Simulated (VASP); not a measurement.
# BN (k07) (P6_3mc) in VASP: a series of runs

The runs below take BN (k07) through single point, relaxation of cell and atoms, with PBE.

Everything below comes from runs of VASP 6.6.1. Logs are shortened: lines on timing, memory, paths and dates and some standing lists are left out, and cuts for length are marked.

**1. The cell of the first run**

It takes space group P6_3mc (No. 186, hexagonal). The conventional cell has a = 2.555 Å, b = 2.555 Å, c = 4.225 Å, α = 90.00°, β = 90.00°, γ = 120.00°. B (site symmetry 3m) has 4 N at 1.57 to 1.58 Å within 2.1 Å. Within 2.1 Å of N (site symmetry 3m) lie 4 B at 1.57 to 1.58 Å.

**2. Single point, PBE**

Contents of INCAR:

```
SYSTEM = BN
ALGO = Normal
EDIFF = 1E-6
ENCUT = 600
GGA = PE
GGA_COMPAT = .False.
ISIF = 2
ISMEAR = 0
LASPH = .True.
LCHARG = .True.
LELF = .True.
LREAL = .False.
LVHAR = .True.
LWAVE = .False.
NBANDS = 16
NELM = 120
PREC = Accurate
SIGMA = 0.02
```

Contents of KPOINTS:

```
k-points
0
Gamma
  15 15 8
  0 0 0
```

Contents of POSCAR:

```
BN
1.0
    2.5545028055      0.0000000000      0.0000000000
   -1.2772514027      2.2122643236      0.0000000000
    0.0000000000      0.0000000000      4.2246254530
B N
2 2
Direct
    0.6666666667      0.3333333333      0.0001890049
    0.3333333333      0.6666666667      0.5001890049
    0.6666666667      0.3333333333      0.3748109951
    0.3333333333      0.6666666667      0.8748109951
```

Potentials or basis: VASP PAW PBE potentials, release 64 (B, N).

On the command line:

```bash
cat potpaw_PBE.64/B/POTCAR potpaw_PBE.64/N/POTCAR > POTCAR
mpirun -np 1 vasp_std > vasp.out
```

OUTCAR:

```text
SYSTEM = BN
   EDIFF = 1E-6
   ENCUT = 600
   GGA = PE
   ISIF = 2
   ISMEAR = 0
   LASPH = .True.
   LREAL = .False.
   NELM = 120
   PREC = Accurate

 ion  position               nearest neighbor table
   1  0.667  0.333  0.000-   4 1.57   4 1.57   4 1.57   3 1.58
   2  0.333  0.667  0.500-   3 1.57   3 1.57   3 1.57   4 1.58
   3  0.667  0.333  0.375-   2 1.57   2 1.57   2 1.57   1 1.58
   4  0.333  0.667  0.875-   1 1.57   1 1.57   1 1.57   2 1.58

  LATTYP: Found a hexagonal cell.
 ALAT       =     2.5545028055
 C/A-ratio  =     1.6537955816

  Lattice vectors:

 A1 = (   2.5545028055,   0.0000000000,   0.0000000000)
 A2 = (  -1.2772514027,   2.2122643236,   0.0000000000)
 A3 = (   0.0000000000,   0.0000000000,   4.2246254530)

Analysis of symmetry for initial positions (statically):
=====================================================================
 Subroutine PRICEL returns:
 Original cell was already a primitive cell.

 Routine SETGRP: Setting up the symmetry group for a
 hexagonal supercell.

 Subroutine GETGRP returns: Found 12 space group operations
 (whereof  6 operations were pure point group operations)
 out of a pool of 24 trial point group operations.

The static configuration has the point symmetry C_3v.
 The point group associated with its full space group is C_6v.

Analysis of symmetry for dynamics (positions and initial velocities):
=====================================================================
 Subroutine PRICEL returns:
 Original cell was already a primitive cell.

 Routine SETGRP: Setting up the symmetry group for a
 hexagonal supercell.

 Subroutine GETGRP returns: Found 12 space group operations
 (whereof  6 operations were pure point group operations)
 out of a pool of 24 trial point group operations.

The dynamic configuration has the point symmetry C_3v.
 The point group associated with its full space group is C_6v.

 Subroutine INISYM returns: Found 12 space group operations
 (whereof  6 operations are pure point group operations),
 and found     1 'primitive' translations

----------------------------------------------------------------------------------------

                                     Primitive cell

  volume of cell :      23.8744

  direct lattice vectors                    reciprocal lattice vectors
     2.554502805  0.000000000  0.000000000     0.391465610  0.226012776  0.000000000
    -1.277251403  2.212264324  0.000000000     0.000000000  0.452025551  0.000000000
     0.000000000  0.000000000  4.224625453     0.000000000  0.000000000  0.236707375

  length of vectors
     2.554502805  2.554502805  4.224625453     0.452025551  0.452025551  0.236707375

  position of ions in fractional coordinates (direct lattice)
     0.666666667  0.333333333  0.000189005
     0.333333333  0.666666667  0.500189005
     0.666666667  0.333333333  0.374810995
     0.333333333  0.666666667  0.874810995

  ion indices of the primitive-cell ions
   primitive index   ion index
                 1           1
                 2           2
                 3           3
                 4           4

----------------------------------------------------------------------------------------

 KPOINTS: k-points

Automatic generation of k-mesh.
 Grid dimensions read from file:
 generate k-points for:   15   15    8

 Generating k-lattice:

  Cartesian coordinates                     Fractional coordinates (reciprocal lattice)
     0.026097707  0.015067518  0.000000000     0.066666667  0.000000000  0.000000000
     0.000000000  0.030135037  0.000000000     0.000000000  0.066666667  0.000000000
     0.000000000  0.000000000  0.029588422     0.000000000  0.000000000  0.125000000

  Length of vectors
     0.030135037  0.030135037  0.029588422

  Shift w.r.t. Gamma in fractional coordinates (k-lattice)
     0.000000000  0.000000000  0.000000000

 Subroutine IBZKPT returns following result:
 ===========================================

 Found    135 irreducible k-points:

 Following reciprocal coordinates:
            Coordinates               Weight
  0.000000  0.000000  0.000000      1.000000
  0.066667  0.000000  0.000000      6.000000
  0.133333  0.000000  0.000000      6.000000
  0.200000  0.000000  0.000000      6.000000
  0.266667  0.000000  0.000000      6.000000
  0.333333  0.000000  0.000000      6.000000
[... 16 lines left out ...]
  0.333333  0.200000  0.000000     12.000000
  0.400000  0.200000  0.000000      6.000000
 [... further k-points ...]
   k-points           NKPTS =    135   k-points in BZ     NKDIM =    135   number of bands    NBANDS=     16
   number of dos      NEDOS =    301   number of ions     NIONS =      4
   total plane-waves  NPLWV =  14400
   dimension x,y,z NGX =    20 NGY =   20 NGZ =   36
   dimension x,y,z NGXF=    40 NGYF=   40 NGZF=   72
   ions per type =               2   2
   NGX,Y,Z   is equivalent  to a cutoff of  13.02, 13.02, 14.17 a.u.
   NGXF,Y,Z  is equivalent  to a cutoff of  26.03, 26.03, 28.33 a.u.
 SYSTEM =  BN
   PREC   = accura    normal or accurate (medium, high low for compatibility)
   ISTART =      0    job   : 0-new  1-cont  2-samecut
   ICHARG =      2    charge: 1-file 2-atom 10-const
   ISPIN  =      1    spin polarized calculation?
   LNONCOLLINEAR =      F non collinear calculations
   LSORBIT =      F    spin-orbit coupling
   LASPH  =      T    aspherical Exc in radial PAW
   ENCUT  =  600.0 eV  44.10 Ry    6.64 a.u.   5.10  5.10  8.44*2*pi/ulx,y,z
   NELM   =    120;   NELMIN=  2; NELMDL= -5     # of ELM steps
   EDIFF  = 0.1E-05   stopping-criterion for ELM
   LREAL  =      F    real-space projection
   EDIFFG = 0.1E-04   stopping-criterion for IOM
   NSW    =      0    number of steps for IOM
   IBRION =     -1    ionic relax: 0-MD 1-quasi-New 2-CG
   NFREE  =      0    steps in history (QN), initial steepest desc. (CG)
   ISIF   =      2    stress and relaxation
   ISYM   =      2    0-nonsym 1-usesym 2-fastsym
   POTIM  = 0.5000    time-step for ionic-motion
   TEBEG  =    0.0;   TEEND  =   0.0 temperature during run
   PSTRESS=    0.0 pullay stress
   NELECT =      16.0000    total number of electrons
   NUPDOWN=      -1.0000    fix difference up-down
   EMIN   =  10.00;   EMAX   =-10.00  energy-range for DOS
   EFERMI =   0.00;   METHOD = LEGACY
   ISMEAR =     0;   SIGMA  =   0.02  broadening in eV -4-tet -1-fermi 0-gaus
   EFERMI_NEDOS =   21; number of points for ismear=-14 and -15
   IALGO  =     38    algorithm
   IMIX   =      4    mixing-type and parameters
     AMIX     =   0.40;   BMIX     =  1.00
     AMIX_MAG =   1.60;   BMIX_MAG =  1.00
  volume/ion in A,a.u.               =       5.97        40.28
  Fermi-wavevector in a.u.,A,eV,Ry     =   1.432642  2.707300 27.925448  2.052463
  Thomas-Fermi vector in A             =   2.552247
   LORBIT       =      0    0 simple, 1 ext, 2 COOP (PROOUT), +10 PAW based schemes
   GGA     = PE    functional components
   LHFCALC =     F    Hartree Fock is set to
   AEXX    =    0.0000 exact exchange contribution
   IVDW    =     0    specifies the selected vdW correction
   LEPSILON=     F    determine dielectric tensor
   LRPA    =     F    only Hartree local field effects (RPA)
 non-spin polarized calculation
 Gauss-broadening in eV      SIGMA  =   0.02
  energy-cutoff  :      600.00
  volume of cell :       23.87
 maximum number of plane-waves:       812
   NGX = 11   NGY = 11   NGZ = 17

 number of electron      16.0000003 magnetization

 Free energy of the ion-electron system (eV)
  ---------------------------------------------------
  ext. energy  EPLUGINS =         0.00000000
  ---------------------------------------------------
  free energy    TOTEN  =       -34.83988643 eV

  energy without entropy =      -34.83988643  energy(sigma->0) =      -34.83988643

 E-fermi :   7.6233     XC(G=0): -12.7615

 val. band max:        7.4285302446   @ k =   0.0000   0.0000   0.0000
 cond. band min:      12.6390984729   @ k =   0.3333   0.3333   0.0000
 fundamental gap:      5.2105682283
 Fermi energy:         7.6233077881

 k-point     1 :       0.0000    0.0000    0.0000
  band No.  band energies     occupation
      1     -12.8574      2.00000
      2      -8.7508      2.00000
      3      -3.3909      2.00000
      4       5.3258      2.00000
      5       5.3258      2.00000
      6       7.1670      2.00000
[... 8 lines left out ...]
     15      19.2529      0.00000
     16      23.5171      0.00000

 k-point     2 :       0.0667    0.0000    0.0000
  band No.  band energies     occupation
      1     -12.7614      2.00000
      2      -8.6770      2.00000
      3      -3.2956      2.00000
      4       4.8752      2.00000
      5       5.1425      2.00000
      6       7.0428      2.00000
[... 8 lines left out ...]
     15      19.5356      0.00000
     16      23.3747      0.00000

 k-point     3 :       0.1333    0.0000    0.0000
  band No.  band energies     occupation
      1     -12.4753      2.00000
      2      -8.4623      2.00000
      3      -3.0120      2.00000
      4       3.7162      2.00000
      5       4.6771      2.00000
      6       6.0790      2.00000
[... 8 lines left out ...]
     15      20.3065      0.00000
     16      22.9409      0.00000

 k-point     4 :       0.2000    0.0000    0.0000
  band No.  band energies     occupation
      1     -12.0056      2.00000
      2      -8.1286      2.00000
      3      -2.5480      2.00000
      4       2.2084      2.00000
      5       4.0917      2.00000
      6       4.7651      2.00000
[... 8 lines left out ...]
     15      21.3894      0.00000
     16      22.4671      0.00000
[... 324 lines left out ...]
 k-point    22 :       0.2667    0.2000    0.0000
  band No.  band energies     occupation
      1      -9.6091      2.00000
      2      -7.0569      2.00000
      3      -0.7463      2.00000
      4      -0.2069      2.00000
      5       0.0794      2.00000
      6       2.0444      2.00000
[... 8 lines left out ...]
     15      22.3590      0.00000
     16      23.7684      0.00000

 k-point    23 :       0.3333    0.2000    0.0000
  band No.  band energies     occupation
      1      -8.8002      2.00000
      2      -7.1445      2.00000
      3      -1.4379      2.00000
      4      -0.0321      2.00000
      5       0.6364      2.00000
      6       1.1599      2.00000
[... 8 lines left out ...]
     15      23.1326      0.00000
     16      23.7364      0.00000

 k-point    24 :       0.4000    0.2000    0.0000
  band No.  band energies     occupation
      1      -8.3287      2.00000
      2      -7.3582      2.00000
      3      -1.6763      2.00000
      4       0.1414      2.00000
      5       0.6177      2.00000
      6       1.1218      2.00000
[... 8 lines left out ...]
     15      22.9984      0.00000
     16      24.0673      0.00000

 [... further k-points ...]

------------------------ aborting loop because EDIFF is reached ----------------------------------------

  FORCE on cell =-STRESS in cart. coord.  units (eV):
  Direction    XX          YY          ZZ          XY          YZ          ZX
  --------------------------------------------------------------------------------------
  -------------------------------------------------------------------------------------
  Total       -0.0027882     -0.0027882     -0.0117270     -0.0000000      0.0000000     -0.0000000
  in kB       -0.1871112     -0.1871112     -0.7869825     -0.0000000      0.0000000     -0.0000000
  external PRESSURE =      -0.3870683 kB  Pullay stress =       0.0000000 kB

 VOLUME and BASIS-vectors are now :
 -----------------------------------------------------------------------------
  energy-cutoff  :      600.00
  volume of cell :       23.87
      direct lattice vectors                 reciprocal lattice vectors
     2.554502805  0.000000000  0.000000000     0.391465610  0.226012776  0.000000000
    -1.277251403  2.212264324  0.000000000     0.000000000  0.452025551  0.000000000
     0.000000000  0.000000000  4.224625453     0.000000000  0.000000000  0.236707375

 POSITION                                       TOTAL-FORCE (eV/Angst)
 -----------------------------------------------------------------------------------
      1.27725      0.73742      0.00080        -0.000000      0.000000      0.002070
     -0.00000      1.47484      2.11311         0.000000      0.000000      0.002070
      1.27725      0.73742      1.58344         0.000000     -0.000000     -0.002070
     -0.00000      1.47484      3.69575         0.000000      0.000000     -0.002070
 -----------------------------------------------------------------------------------
    total drift:                               -0.000000     -0.000000     -0.000223

  FREE ENERGIE OF THE ION-ELECTRON SYSTEM (eV)
  ---------------------------------------------------
  free  energy   TOTEN  =       -34.8398864327 eV

  energy  without entropy=      -34.8398864327  energy(sigma->0) =      -34.83988643
```

It took 76 s on 1 thread of Intel Xeon 8259CL, shared host; peak memory 0.17 GiB.

Results:

```
Free energy            : -34.8399 eV
Pressure               : 0.0 GPa
Band gap on the k mesh : 5.21 eV, indirect (least direct gap 8.23 eV)
```

Forces in eV/Å, atoms in the order of the input:
```
B    0.000  0.000  0.002
B    0.000  0.000  0.002
N    0.000  0.000 -0.002
N    0.000  0.000 -0.002
```

(Continued in part 2 of 2.)
